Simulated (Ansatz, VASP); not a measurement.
## Au in VASP and in Ansatz

File INCAR:

```
PREC     = Accurate       # precision mode
ENCUT    = 520            # plane-wave cutoff, eV
EDIFF    = 1E-6           # SCF threshold, eV
ISMEAR   = 0              # smearing method
SIGMA    = 0.1            # smearing width, eV
LREAL    = False          # projectors in reciprocal space
LASPH    = True           # aspherical terms in the spheres
NELM     = 60             # most SCF steps
ALGO     = Normal         # electronic algorithm
ISIF     = 2              # what is computed and relaxed
LWAVE    = False          # write WAVECAR
LCHARG   = False          # write CHGCAR
LDIPOL   = True         
IDIPOL   = 3            
DIPOL    = 0.5 0.5 0.500
GGA      = PS             # functional
NBANDS   = 48             # bands
```

KPOINTS

```
Automatic mesh
0
Gamma
  14 14 1
```

POSCAR

```
Au
1.0
    2.8200300622      0.0000000000      0.0000000000
   -1.4100150311      2.5170030989      0.0000000000
    0.0000000000      0.0000000000     29.4020326985
Au
7
Direct
    0.3361360490      0.6722720980      0.2550844044
    0.6638639510      0.3277279020      0.3367229363
    0.3361360490      0.6722720980      0.4183614681
    0.6638639510      0.3277279020      0.5000000000
    0.3361360490      0.6722720980      0.5816385319
    0.6638639510      0.3277279020      0.6632770637
    0.3361360490      0.6722720980      0.7449155956
```

Input for Ansatz:

```yaml
crystal:
  lattice:
    - [2.8200300622, 0.0, 0.0]
    - [-1.4100150311, 2.5170030989, 0.0]
    - [0.0, 0.0, 29.4020326985]
  atoms:
    - { symbol: Au, position: [0.336136049, 0.672272098, 0.2550844044] }
    - { symbol: Au, position: [0.663863951, 0.327727902, 0.3367229363] }
    - { symbol: Au, position: [0.336136049, 0.672272098, 0.4183614681] }
    - { symbol: Au, position: [0.663863951, 0.327727902, 0.5] }
    - { symbol: Au, position: [0.336136049, 0.672272098, 0.5816385319] }
    - { symbol: Au, position: [0.663863951, 0.327727902, 0.6632770637] }
    - { symbol: Au, position: [0.336136049, 0.672272098, 0.7449155956] }
basis:
  ecutwfc: 420
kpoints:
  mp_grid: { grid: [14, 14, 1] }
hamiltonian:
  xc: pbesol
scf:
  occupations: { method: gaussian, width: 0.1 }
output:
  forces: true
  stress: true
  eigenvalues: true
  write_density: true
  write_potential: true
  elf: true
  volumetric_format: npy
efield:
  axis: 3
  dipole_correction: true
  ramp_width: 0.04
```

Alike in both runs: task single point; functional PBEsol; k mesh 14 × 14 × 1; occupations gaussian, width 0.1 eV; no spin polarisation.

|  | VASP | Ansatz |
| --- | --- | --- |
| version | VASP 6.6.1 | Ansatz 0.2.0 |
| potentials or method | VASP PAW PBE potentials, release 64 (Au), cutoff 520 eV | scalar-relativistic, plane waves, PAW |
| valence electrons in the cell | 77 | 133 |

Ansatz gave:

* gap on the k mesh at the Fermi level (eV): none
* rms of the force components (eV/Å): 0.037

Task: Estimate VASP's values.

Result: gap on the k mesh at the Fermi level (eV): none; rms of the force components (eV/Å): 0.036.

VASP's potentials were made for PBE, not for PBEsol. Atom by atom the forces differ by 0.003 eV/Å (rms over components). A gap of «none» marks a metal or a gap that the smearing closes. VASP's potentials hold 77 valence electrons a cell and Ansatz's 133, so a difference there can come from the potentials and not from the codes. Ansatz's warnings: xc potential rough in thin density.

Neither program's run includes spin-orbit coupling.
